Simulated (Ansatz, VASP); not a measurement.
**B in VASP and in Ansatz**

```
CELL_PARAMETERS angstrom
1.74117 -2.32153 0.00071
1.74117 2.32153 0.00071
-0.82402 0.00000 5.30169
ATOMIC_POSITIONS crystal
B 0.67502 0.28576 0.88696
B 0.50844 0.10505 0.19902
B 0.28576 0.67502 0.88696
B 0.04510 0.04510 0.38143
B 0.13052 0.13052 0.69663
B 0.10505 0.50844 0.19902
```

Change from the starting cell: the structure that the rattled cell fell into.

Alike in both runs: functional PBE; k mesh 6 × 6 × 4; occupations gaussian, width 0.1 eV; no spin polarisation.

Ansatz relaxed the structure, and its values are those at the end. VASP's run is a single point on that final structure, the one shown.

|  | VASP | Ansatz |
| --- | --- | --- |
| version | VASP 6.6.1 | Ansatz 0.2.0 |
| potentials or method | VASP PAW PBE potentials, release 64 (B), cutoff 520 eV | scalar-relativistic, plane waves, PAW |
| valence electrons in the cell | 18 | 18 |

|  | VASP | Ansatz | Ansatz less VASP |
| --- | --- | --- | --- |
| gap on the k mesh at the Fermi level (eV) | none | none | - |
| pressure (GPa) | 0.0 | 0.0 | -0.01 |
| rms of the force components (eV/Å) | 0.004 | 0.005 | +0.0004 |

A gap of «none» marks a metal or a gap that the smearing closes.

The k mesh is coarse, so the values compare programs but aren't converged.
